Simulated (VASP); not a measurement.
# GaAs (F-43m) in VASP: a series of runs, part 2 of 2

VASP 6.6.1. The steps go on from the part before.

## Step 5: Single point, PBE (volume scaled by 1.02)

Input file INCAR:

```
PREC     = Accurate       # precision mode
ENCUT    = 520            # plane-wave cutoff, eV
EDIFF    = 1E-6           # SCF threshold, eV
ISMEAR   = -1             # smearing method
SIGMA    = 0.08           # smearing width, eV
LREAL    = F              # projectors in reciprocal space
LASPH    = T              # aspherical terms in the spheres
NELM     = 60             # most SCF steps
ALGO     = Normal         # electronic algorithm
ISIF     = 2              # what is computed and relaxed
LWAVE    = F              # write WAVECAR
LCHARG   = F              # write CHGCAR
GGA      = PE             # functional
NBANDS   = 16             # bands
```

Input file KPOINTS:

```
regular mesh
0
Gamma
  10 10 10
```

Input file POSCAR:

```
GaAs
1.0
    0.0000000000      2.8455714065      2.8455714065
    2.8455714065      0.0000000000      2.8455714065
    2.8455714065      2.8455714065      0.0000000000
Ga As
1 1
Direct
    0.0000000000      0.0000000000      0.0000000000
    0.7500000000      0.7500000000      0.7500000000
```

Potentials or basis: VASP PAW PBE potentials, release 64 (Ga_d, As).

Launch:

```
cat potpaw_PBE.64/Ga_d/POTCAR potpaw_PBE.64/As/POTCAR > POTCAR
mpirun -np 1 vasp_std > vasp.out
```

OUTCAR:

```text
PREC = Accurate
   ENCUT = 520
   EDIFF = 1E-6
   ISMEAR = -1
   LREAL = F
   LASPH = T
   NELM = 60
   ISIF = 2
   GGA = PE

 ion  position               nearest neighbor table
   1  0.000  0.000  0.000-   2 2.46   2 2.46   2 2.46   2 2.46
   2  0.750  0.750  0.750-   1 2.46   1 2.46   1 2.46   1 2.46

  LATTYP: Found a face centered cubic cell.
 ALAT       =     5.6911428130

  Lattice vectors:

 A1 = (   0.0000000000,   2.8455714065,   2.8455714065)
 A2 = (   2.8455714065,   0.0000000000,   2.8455714065)
 A3 = (   2.8455714065,   2.8455714065,   0.0000000000)

Analysis of symmetry for initial positions (statically):
=====================================================================
 Subroutine PRICEL returns:
 Original cell was already a primitive cell.

 Routine SETGRP: Setting up the symmetry group for a
 face centered cubic supercell.

 Subroutine GETGRP returns: Found 24 space group operations
 (whereof 24 operations were pure point group operations)
 out of a pool of 48 trial point group operations.

The static configuration has the point symmetry T_d .

Analysis of symmetry for dynamics (positions and initial velocities):
=====================================================================
 Subroutine PRICEL returns:
 Original cell was already a primitive cell.

 Routine SETGRP: Setting up the symmetry group for a
 face centered cubic supercell.

 Subroutine GETGRP returns: Found 24 space group operations
 (whereof 24 operations were pure point group operations)
 out of a pool of 48 trial point group operations.

The dynamic configuration has the point symmetry T_d .

 Subroutine INISYM returns: Found 24 space group operations
 (whereof 24 operations are pure point group operations),
 and found     1 'primitive' translations

----------------------------------------------------------------------------------------

                                     Primitive cell
[... 109 lines left out ...]
   IMIX   =      4    mixing-type and parameters
     AMIX     =   0.40;   BMIX     =  1.00
     AMIX_MAG =   1.60;   BMIX_MAG =  1.00
  volume/ion in A,a.u.               =      23.04       155.49
  Fermi-wavevector in a.u.,A,eV,Ry     =   1.196702  2.261440 19.484859  1.432097
  Thomas-Fermi vector in A             =   2.332636
   LORBIT       =      0    0 simple, 1 ext, 2 COOP (PROOUT), +10 PAW based schemes
   GGA     = PE    functional components
   LHFCALC =     F    Hartree Fock is set to
   AEXX    =    0.0000 exact exchange contribution
   IVDW    =     0    specifies the selected vdW correction
   LEPSILON=     F    determine dielectric tensor
   LRPA    =     F    only Hartree local field effects (RPA)
 non-spin polarized calculation
  energy-cutoff  :      520.00
  volume of cell :       46.08
 maximum number of plane-waves:      1266
 NGX is ok and might be reduce to    30
   NGX = 15   NGY = 15   NGZ = 15

 number of electron      17.9999985 magnetization

 Free energy of the ion-electron system (eV)
  ---------------------------------------------------
  ext. energy  EPLUGINS =         0.00000000
  ---------------------------------------------------
  free energy    TOTEN  =        -8.26641273 eV

  energy without entropy =       -8.26611990  energy(sigma->0) =       -8.26626632

 E-fermi :   4.0201     XC(G=0):  -9.4995

 val. band max:        3.7468854697   @ k =   0.0000   0.0000   0.0000
 cond. band min:       4.1192122964   @ k =   0.0000   0.0000   0.0000
 fundamental gap:      0.3723268267
 Fermi energy:         4.0200630527

 k-point     1 :       0.0000    0.0000    0.0000
  band No.  band energies     occupation
      1     -11.0245      2.00000
      2     -11.0245      2.00000
      3     -11.0245      2.00000
      4     -10.9501      2.00000
      5     -10.9501      2.00000
      6      -8.8381      2.00000
[... 433 lines left out ...]
      3     -10.9895      2.00000
      4     -10.9663      2.00000
      5     -10.9411      2.00000
      6      -7.1558      2.00000
[... 8 lines left out ...]
     15      15.9277      0.00000
     16      16.4490      0.00000

 [... further k-points ...]

------------------------ aborting loop because EDIFF is reached ----------------------------------------

  FORCE on cell =-STRESS in cart. coord.  units (eV):
  Direction    XX          YY          ZZ          XY          YZ          ZX
  --------------------------------------------------------------------------------------
  -------------------------------------------------------------------------------------
  Total        0.5820313      0.5820313      0.5820313     -0.0000000     -0.0000000     -0.0000000
  in kB       20.2357098     20.2357098     20.2357098     -0.0000000     -0.0000000     -0.0000000
  external PRESSURE =      20.2357098 kB  Pullay stress =       0.0000000 kB

 VOLUME and BASIS-vectors are now :
 -----------------------------------------------------------------------------
  energy-cutoff  :      520.00
  volume of cell :       46.08
      direct lattice vectors                 reciprocal lattice vectors
     0.000000000  2.845571406  2.845571406    -0.175711633  0.175711633  0.175711633
     2.845571406  0.000000000  2.845571406     0.175711633 -0.175711633  0.175711633
     2.845571406  2.845571406  0.000000000     0.175711633  0.175711633 -0.175711633

 POSITION                                       TOTAL-FORCE (eV/Angst)
 -----------------------------------------------------------------------------------
      0.00000      0.00000      0.00000         0.000000      0.000000      0.000000
      4.26836      4.26836      4.26836        -0.000000     -0.000000     -0.000000
 -----------------------------------------------------------------------------------
    total drift:                               -0.000002     -0.000002     -0.000002

  FREE ENERGIE OF THE ION-ELECTRON SYSTEM (eV)
  ---------------------------------------------------
  free  energy   TOTEN  =        -8.2664127331 eV

  energy  without entropy=       -8.2661199032  energy(sigma->0) =       -8.26626632
```

Run time: 49 s. Hardware: 1 thread of AMD EPYC 7R43 (Zen 3), shared host; peak memory 0.15 GiB.

Results:

```yaml
Free_energy: -8.2664 eV
Pressure: 2.0 GPa
Band_gap_on_the_k_mesh: 0.37 eV, direct
```

Levels at points of the mesh, in eV from the valence-band top:
```csv
k point,band 7,band 8,band 9,band 10,band 11,band 12
"(0.00, 0.00, 0.00)",0.00,0.00,0.00,0.37,3.72,3.72
"(0.50, 0.00, 0.00)",-6.53,-1.11,-1.11,0.95,4.63,4.63
"(0.50, 0.50, 0.00)",-6.73,-2.61,-2.61,1.50,1.66,10.01
```

## Step 6: Single point, PBE (volume scaled by 1.06)

Input file INCAR:

```
SYSTEM = GaAs
PREC     = Accurate       ! precision mode
ENCUT    = 520            ! plane-wave cutoff, eV
EDIFF    = 1E-7           ! SCF threshold, eV
ISMEAR   = -1             ! smearing method
SIGMA    = 0.08           ! smearing width, eV
LREAL    = .FALSE.        ! projectors in reciprocal space
LASPH    = .TRUE.         ! aspherical terms in the spheres
NELM     = 80             ! most SCF steps
ALGO     = Normal         ! electronic algorithm
ISIF     = 2              ! what is computed and relaxed
LWAVE    = .FALSE.        ! write WAVECAR
LCHARG   = .FALSE.        ! write CHGCAR
GGA      = PE             ! functional
NBANDS   = 16             ! bands
```

Input file KPOINTS:

```
Automatic mesh
0
G
  10 10 10
  0 0 0
```

Input file POSCAR:

```
GaAs
1.0
    0.0000000000      2.8822925071      2.8822925071
    2.8822925071      0.0000000000      2.8822925071
    2.8822925071      2.8822925071      0.0000000000
Ga As
1 1
Direct
    0.0000000000      0.0000000000      0.0000000000
    0.7500000000      0.7500000000      0.7500000000
```

Potentials or basis: VASP PAW PBE potentials, release 64 (Ga_d, As).

Launch:

```
cat potpaw_PBE.64/Ga_d/POTCAR potpaw_PBE.64/As/POTCAR > POTCAR
mpirun -np 1 vasp_std > vasp.out
```

Wall time 53 s (1 thread of AMD EPYC 7R43 (Zen 3), shared host); peak memory 0.15 GiB.

It converged, with:

- Free energy: -8.2752 eV
- Pressure: -0.4 GPa

Levels at points of the mesh, in eV from the Fermi level:
| k point | band 7 | band 8 | band 9 | band 10 | band 11 | band 12 |
| --- | --- | --- | --- | --- | --- | --- |
| (0.00, 0.00, 0.00) | -0.18 | -0.18 | -0.18 | -0.09 | 3.53 | 3.53 |
| (0.50, 0.00, 0.00) | -6.51 | -1.24 | -1.24 | 0.66 | 4.43 | 4.43 |
| (0.50, 0.50, 0.00) | -6.73 | -2.66 | -2.66 | 1.39 | 1.50 | 9.53 |

## Step 7: Summary

```csv
cell,gap on the mesh (eV),pressure (GPa)
"a = 3.917 Å, angles 60.0°, 2 atoms",0.99,8.9
"a = 3.971 Å, angles 60.0°, 2 atoms",0.67,5.1
"a = 3.998 Å, angles 60.0°, 2 atoms",0.52,3.5
"a = 4.024 Å, angles 60.0°, 2 atoms",0.37,2.0
"a = 4.076 Å, angles 60.0°, 2 atoms",-,-0.4
```

Alike in all rows: task single point; level PBE; potentials or basis VASP PAW PBE potentials, release 64 (Ga_d, As); no spin polarisation; k mesh 10 × 10 × 10; cutoff (eV) 520; smearing fermi-dirac 0.08 eV.

Absolute energies hang on the potentials; compare differences alone.
